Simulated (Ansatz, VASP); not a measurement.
# H16CO7 in VASP and in Ansatz

```
CELL_PARAMETERS angstrom
5.82455 0.00000 0.00000
0.00000 5.82455 0.00000
0.00000 0.00000 5.82455
ATOMIC_POSITIONS crystal
O 0.72760 0.89076 0.74635
O 0.68252 0.33139 0.98493
O 0.54368 0.56232 0.47050
O 0.01025 0.84106 0.32249
O 0.43986 0.07503 0.29759
O 0.22828 0.19165 0.67179
O 0.04942 0.55041 0.83072
H 0.84540 0.77452 0.78740
H 0.77578 0.03899 0.81232
H 0.83624 0.40847 0.97001
H 0.59210 0.41453 0.86959
H 0.61830 0.52118 0.32605
H 0.60263 0.71579 0.50943
H 0.87738 0.93526 0.36605
H 0.05294 0.77190 0.46940
H 0.30576 0.98860 0.24161
H 0.51392 0.16229 0.17204
H 0.31036 0.18309 0.51872
H 0.34573 0.13516 0.77811
H 0.18797 0.85724 0.93083
H 0.11855 0.40902 0.74807
H 0.28839 0.61726 0.09210
H 0.38173 0.66218 0.79534
C 0.23925 0.67584 0.91901
```

Alike in both runs: functional PBEsol; k mesh 1 × 1 × 1; occupations fermi-dirac, width 0.02 eV; no spin polarisation.

Ansatz relaxed the structure, and its values are those at the end. VASP's run is a single point on that final structure, the one shown.

```csv
,VASP,Ansatz
version,VASP 6.6.1,Ansatz 0.2.0
potentials or method,"VASP PAW PBE potentials, release 64 (O_h, H_h, C_h), cutoff 1000 eV","scalar-relativistic, plane waves, PAW"
valence electrons in the cell,62,62
```

Ansatz gave:

- rms of the force components (eV/Å): 0.089

Task: Estimate VASP's values.

Result: rms of the force components (eV/Å): 0.084.

VASP's potentials were made for PBE, not for PBEsol. With one functional, cell and mesh, what is left measures potentials, basis and numerics.
